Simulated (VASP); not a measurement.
# MgO in VASP: notebook

MgO is run at these levels: PBE; tasks: relaxation of cell and atoms, single point.

All numbers are computed with VASP 6.6.1; they aren't measurements. Logs are shortened: lines on timing, memory, paths and dates and some standing lists are left out, and cuts for length are marked.

## (1) The cell of the first run

It takes space group Fm-3m (No. 225, cubic). The conventional cell has a = 4.253 Å, b = 4.253 Å, c = 4.253 Å, α = 90.00°, β = 90.00°, γ = 90.00°. Within 2.8 Å of Mg (site symmetry m-3m) lie 6 O at 2.13 Å. O (site symmetry m-3m) has 6 Mg at 2.13 Å within 2.8 Å.

The cell was built from a structure type or drawn by symmetry, and may not be a known phase.

## (2) Relaxation of cell and atoms, PBE

File INCAR:

```
SYSTEM = MgO
  ALGO = Normal
  EDIFF = 1E-7
  EDIFFG = -0.01
  ENCUT = 600
  GGA = PE
  IBRION = 2
  ISIF = 3
  ISMEAR = 0
  LASPH = .TRUE.
  LCHARG = .FALSE.
  LREAL = .FALSE.
  LWAVE = .FALSE.
  NELM = 100
  NSW = 100
  PREC = Accurate
  SIGMA = 0.02
```

File KPOINTS:

```
k-points
0
G
  10 10 10
  0 0 0
```

File POSCAR:

```
MgO
1.0
    0.0000000000      2.1265950506      2.1265950506
    2.1265950506      0.0000000000      2.1265950506
    2.1265950506      2.1265950506      0.0000000000
Mg O
1 1
Direct
    0.5000000000      0.5000000000      0.5000000000
    0.0000000000      0.0000000000      0.0000000000
```

Potentials or basis: VASP PAW PBE potentials, release 64 (Mg, O).

The run is started by

```
$ cat potpaw_PBE.64/Mg/POTCAR potpaw_PBE.64/O/POTCAR > POTCAR
$ mpirun -np 1 vasp_std > vasp.out
```

OUTCAR:

```text
SYSTEM = MgO
   EDIFF = 1E-7
   EDIFFG = -0.01
   ENCUT = 600
   GGA = PE
   IBRION = 2
   ISIF = 3
   ISMEAR = 0
   LASPH = .TRUE.
   LREAL = .FALSE.
   NELM = 100
   NSW = 100
   PREC = Accurate

 ion  position               nearest neighbor table
   1  0.500  0.500  0.500-   2 2.13   2 2.13   2 2.13   2 2.13   2 2.13   2 2.13
   2  0.000  0.000  0.000-   1 2.13   1 2.13   1 2.13   1 2.13   1 2.13   1 2.13

  LATTYP: Found a face centered cubic cell.
 ALAT       =     4.2531901012

  Lattice vectors:

 A1 = (   0.0000000000,   2.1265950506,   2.1265950506)
 A2 = (   2.1265950506,   0.0000000000,   2.1265950506)
 A3 = (   2.1265950506,   2.1265950506,   0.0000000000)

Analysis of symmetry for initial positions (statically):
=====================================================================
 Subroutine PRICEL returns:
 Original cell was already a primitive cell.

 Routine SETGRP: Setting up the symmetry group for a
 face centered cubic supercell.

 Subroutine GETGRP returns: Found 48 space group operations
 (whereof 48 operations were pure point group operations)
 out of a pool of 48 trial point group operations.

The static configuration has the point symmetry O_h .

Analysis of symmetry for dynamics (positions and initial velocities):
=====================================================================
 Subroutine PRICEL returns:
 Original cell was already a primitive cell.

 Routine SETGRP: Setting up the symmetry group for a
 face centered cubic supercell.

 Subroutine GETGRP returns: Found 48 space group operations
 (whereof 48 operations were pure point group operations)
 out of a pool of 48 trial point group operations.

The dynamic configuration has the point symmetry O_h .

 Subroutine INISYM returns: Found 48 space group operations
 (whereof 48 operations are pure point group operations),
 and found     1 'primitive' translations

----------------------------------------------------------------------------------------

                                     Primitive cell

  volume of cell :      19.2347

  direct lattice vectors                    reciprocal lattice vectors
     0.000000000  2.126595051  2.126595051    -0.235117636  0.235117636  0.235117636
     2.126595051  0.000000000  2.126595051     0.235117636 -0.235117636  0.235117636
     2.126595051  2.126595051  0.000000000     0.235117636  0.235117636 -0.235117636

  length of vectors
     3.007459562  3.007459562  3.007459562     0.407235690  0.407235690  0.407235690

  position of ions in fractional coordinates (direct lattice)
     0.500000000  0.500000000  0.500000000
     0.000000000  0.000000000  0.000000000

  ion indices of the primitive-cell ions
   primitive index   ion index
                 1           1
                 2           2

----------------------------------------------------------------------------------------

 KPOINTS: k-points

Automatic generation of k-mesh.
 Grid dimensions read from file:
 generate k-points for:   10   10   10

 Generating k-lattice:

  Cartesian coordinates                     Fractional coordinates (reciprocal lattice)
    -0.023511764  0.023511764  0.023511764     0.100000000  0.000000000  0.000000000
     0.023511764 -0.023511764  0.023511764     0.000000000  0.100000000  0.000000000
     0.023511764  0.023511764 -0.023511764     0.000000000  0.000000000  0.100000000

  Length of vectors
     0.040723569  0.040723569  0.040723569

  Shift w.r.t. Gamma in fractional coordinates (k-lattice)
     0.000000000  0.000000000  0.000000000

 Subroutine IBZKPT returns following result:
 ===========================================

 Found     47 irreducible k-points:

 Following reciprocal coordinates:
            Coordinates               Weight
  0.000000  0.000000  0.000000      1.000000
  0.100000  0.000000  0.000000      8.000000
  0.200000  0.000000  0.000000      8.000000
  0.300000  0.000000  0.000000      8.000000
  0.400000  0.000000  0.000000      8.000000
  0.500000  0.000000  0.000000      4.000000
[... 16 lines left out ...]
  0.300000  0.300000  0.000000      6.000000
  0.400000  0.300000  0.000000     24.000000
 [... further k-points ...]
   k-points           NKPTS =     47   k-points in BZ     NKDIM =     47   number of bands    NBANDS=      8
   number of dos      NEDOS =    301   number of ions     NIONS =      2
   total plane-waves  NPLWV =  13824
   dimension x,y,z NGX =    24 NGY =   24 NGZ =   24
   dimension x,y,z NGXF=    48 NGYF=   48 NGZF=   48
   ions per type =               1   1
   NGX,Y,Z   is equivalent  to a cutoff of  13.27, 13.27, 13.27 a.u.
   NGXF,Y,Z  is equivalent  to a cutoff of  26.53, 26.53, 26.53 a.u.
 SYSTEM =  MgO
   PREC   = accura    normal or accurate (medium, high low for compatibility)
   ISTART =      0    job   : 0-new  1-cont  2-samecut
   ICHARG =      2    charge: 1-file 2-atom 10-const
   ISPIN  =      1    spin polarized calculation?
   LNONCOLLINEAR =      F non collinear calculations
   LSORBIT =      F    spin-orbit coupling
   LASPH  =      T    aspherical Exc in radial PAW
   ENCUT  =  600.0 eV  44.10 Ry    6.64 a.u.   6.01  6.01  6.01*2*pi/ulx,y,z
   NELM   =    100;   NELMIN=  2; NELMDL= -5     # of ELM steps
   EDIFF  = 0.1E-06   stopping-criterion for ELM
   LREAL  =      F    real-space projection
   EDIFFG = -.1E-01   stopping-criterion for IOM
   NSW    =    100    number of steps for IOM
   IBRION =      2    ionic relax: 0-MD 1-quasi-New 2-CG
   NFREE  =      1    steps in history (QN), initial steepest desc. (CG)
   ISIF   =      3    stress and relaxation
   ISYM   =      2    0-nonsym 1-usesym 2-fastsym
   POTIM  = 0.5000    time-step for ionic-motion
   TEBEG  =    0.0;   TEEND  =   0.0 temperature during run
   PSTRESS=    0.0 pullay stress
   NELECT =       8.0000    total number of electrons
   NUPDOWN=      -1.0000    fix difference up-down
   EMIN   =  10.00;   EMAX   =-10.00  energy-range for DOS
   EFERMI =   0.00;   METHOD = LEGACY
   ISMEAR =     0;   SIGMA  =   0.02  broadening in eV -4-tet -1-fermi 0-gaus
   EFERMI_NEDOS =   21; number of points for ismear=-14 and -15
   IALGO  =     38    algorithm
   IMIX   =      4    mixing-type and parameters
     AMIX     =   0.40;   BMIX     =  1.00
     AMIX_MAG =   1.60;   BMIX_MAG =  1.00
  volume/ion in A,a.u.               =       9.62        64.90
  Fermi-wavevector in a.u.,A,eV,Ry     =   1.222015  2.309274 20.317876  1.493322
  Thomas-Fermi vector in A             =   2.357177
   LORBIT       =      0    0 simple, 1 ext, 2 COOP (PROOUT), +10 PAW based schemes
   GGA     = PE    functional components
   LHFCALC =     F    Hartree Fock is set to
   AEXX    =    0.0000 exact exchange contribution
   IVDW    =     0    specifies the selected vdW correction
   LEPSILON=     F    determine dielectric tensor
   LRPA    =     F    only Hartree local field effects (RPA)
 conjugate gradient relaxation of ions
 non-spin polarized calculation
 Gauss-broadening in eV      SIGMA  =   0.02
  energy-cutoff  :      600.00
  volume of cell :       19.23
 maximum number of plane-waves:       656
   NGX = 13   NGY = 13   NGZ = 13

--------------------------------------- Ionic step        1  -------------------------------------------

 number of electron       8.0000004 magnetization

 Free energy of the ion-electron system (eV)
  ---------------------------------------------------
  ext. energy  EPLUGINS =         0.00000000
  ---------------------------------------------------
  free energy    TOTEN  =       -11.91486603 eV

  energy without entropy =      -11.91486603  energy(sigma->0) =      -11.91486603

------------------------ aborting loop because EDIFF is reached ----------------------------------------

  FORCE on cell =-STRESS in cart. coord.  units (eV):
  Direction    XX          YY          ZZ          XY          YZ          ZX
  --------------------------------------------------------------------------------------
  -------------------------------------------------------------------------------------
  Total       -0.1130657     -0.1130657     -0.1130657      0.0000000      0.0000000      0.0000000
  in kB       -9.4179654     -9.4179654     -9.4179654      0.0000000      0.0000000      0.0000000
  external PRESSURE =      -9.4179654 kB  Pullay stress =       0.0000000 kB

 VOLUME and BASIS-vectors are now :
 -----------------------------------------------------------------------------
  energy-cutoff  :      600.00
  volume of cell :       19.23
      direct lattice vectors                 reciprocal lattice vectors
     0.000000000  2.126595051  2.126595051    -0.235117636  0.235117636  0.235117636
     2.126595051  0.000000000  2.126595051     0.235117636 -0.235117636  0.235117636
     2.126595051  2.126595051  0.000000000     0.235117636  0.235117636 -0.235117636
[... 37 lines left out ...]
 POSITION                                       TOTAL-FORCE (eV/Angst)
 -----------------------------------------------------------------------------------
      2.12080      2.12080      2.12080        -0.000000      0.000000      0.000000
      4.24159      2.12080      2.12080         0.000000     -0.000000     -0.000000
 -----------------------------------------------------------------------------------
    total drift:                                0.000000     -0.000000     -0.000000

  FREE ENERGIE OF THE ION-ELECTRON SYSTEM (eV)
  ---------------------------------------------------
  free  energy   TOTEN  =       -11.9151565750 eV

  energy  without entropy=      -11.9151565750  energy(sigma->0) =      -11.91515658

--------------------------------------- Ionic step        3  -------------------------------------------

 number of electron       8.0000005 magnetization

 Free energy of the ion-electron system (eV)
  ---------------------------------------------------
  ext. energy  EPLUGINS =         0.00000000
  ---------------------------------------------------
  free energy    TOTEN  =       -11.91519767 eV

  energy without entropy =      -11.91519767  energy(sigma->0) =      -11.91519767

 E-fermi :   3.1283     XC(G=0): -10.9691

 val. band max:        3.0129970272   @ k =   0.0000   0.0000   0.0000
 cond. band min:       7.5188853069   @ k =   0.0000   0.0000   0.0000
 fundamental gap:      4.5058882797
 Fermi energy:         3.1282822193

 k-point     1 :       0.0000    0.0000    0.0000
  band No.  band energies     occupation
      1     -14.1323      2.00000
      2       3.0130      2.00000
      3       3.0130      2.00000
      4       3.0130      2.00000
      5       7.5189      0.00000
      6      18.6841      0.00000
      7      18.6841      0.00000
      8      18.6841      0.00000

 k-point     2 :       0.1000    0.0000    0.0000
  band No.  band energies     occupation
      1     -14.0309      2.00000
      2       2.3658      2.00000
      3       2.9483      2.00000
      4       2.9483      2.00000
      5       8.1502      0.00000
      6      17.4406      0.00000
      7      18.9152      0.00000
      8      18.9152      0.00000
[... 221 lines left out ...]
 k-point    23 :       0.3000    0.3000    0.0000
  band No.  band energies     occupation
      1     -13.1832      2.00000
      2      -0.0765      2.00000
      3       2.1000      2.00000
      4       2.1000      2.00000
      5      11.6242      0.00000
      6      13.4000      0.00000
      7      17.1902      0.00000
      8      20.6697      0.00000

 k-point    24 :       0.4000    0.3000    0.0000
  band No.  band energies     occupation
      1     -12.9472      2.00000
      2      -0.4866      2.00000
      3       1.7437      2.00000
      4       1.9567      2.00000
      5      12.3611      0.00000
      6      13.1184      0.00000
      7      16.3710      0.00000
      8      20.8890      0.00000

 [... further k-points ...]
[... 5 lines left out ...]
  --------------------------------------------------------------------------------------
  -------------------------------------------------------------------------------------
  Total       -0.0008838     -0.0008838     -0.0008838      0.0000000      0.0000000     -0.0000000
  in kB       -0.0740600     -0.0740600     -0.0740600      0.0000000      0.0000000     -0.0000000
  external PRESSURE =      -0.0740600 kB  Pullay stress =       0.0000000 kB

 VOLUME and BASIS-vectors are now :
 -----------------------------------------------------------------------------
  energy-cutoff  :      600.00
  volume of cell :       19.12
      direct lattice vectors                 reciprocal lattice vectors
    -0.000000000  2.122350657  2.122350657    -0.235587837  0.235587837  0.235587837
     2.122350657  0.000000000  2.122350657     0.235587837 -0.235587837  0.235587837
     2.122350657  2.122350657 -0.000000000     0.235587837  0.235587837 -0.235587837

 POSITION                                       TOTAL-FORCE (eV/Angst)
 -----------------------------------------------------------------------------------
      2.12235      2.12235      2.12235         0.000000      0.000000      0.000000
     -0.00000      0.00000      0.00000         0.000000      0.000000     -0.000000
 -----------------------------------------------------------------------------------
    total drift:                                0.000000     -0.000000     -0.000000

  FREE ENERGIE OF THE ION-ELECTRON SYSTEM (eV)
  ---------------------------------------------------
  free  energy   TOTEN  =       -11.9151976684 eV

  energy  without entropy=      -11.9151976684  energy(sigma->0) =      -11.91519767

 reached required accuracy - stopping structural energy minimisation
```

Wall time 31 s (1 thread of Intel Xeon Platinum 8259CL at 2.50GHz (Skylake/Cascade Lake), shared host); peak memory 0.14 GiB.

What came out:

* Free energy: -11.9152 eV
* Relaxed volume: 9.56 Å³/atom
* Relaxed cell: a = 3.001 Å, b = 3.001 Å, c = 3.001 Å, α = 60.00°, β = 60.00°, γ = 60.00°
* Space group after relaxing (to 0.1 Å): Fm-3m (No. 225)
* Energy gained by relaxing: 0.2 meV/atom
* Ionic steps: 3
* Pressure after relaxing: 0.0 GPa
* Band gap on the k mesh: 4.51 eV

Step by step:
```
step  energy change (eV)  largest force (eV/Å)  pressure (GPa)  volume (Å³)
   1              0.0000                0.0000           -0.94        19.23
   2             -0.0003                0.0000            0.33        19.08
   3             -0.0003                0.0000           -0.01        19.12
```

Final structure:
```
CELL_PARAMETERS angstrom
0.00000 2.12235 2.12235
2.12235 0.00000 2.12235
2.12235 2.12235 0.00000
ATOMIC_POSITIONS crystal
Mg 0.50000 0.50000 0.50000
O 0.00000 0.00000 0.00000
```

[end of part 1 of 2]
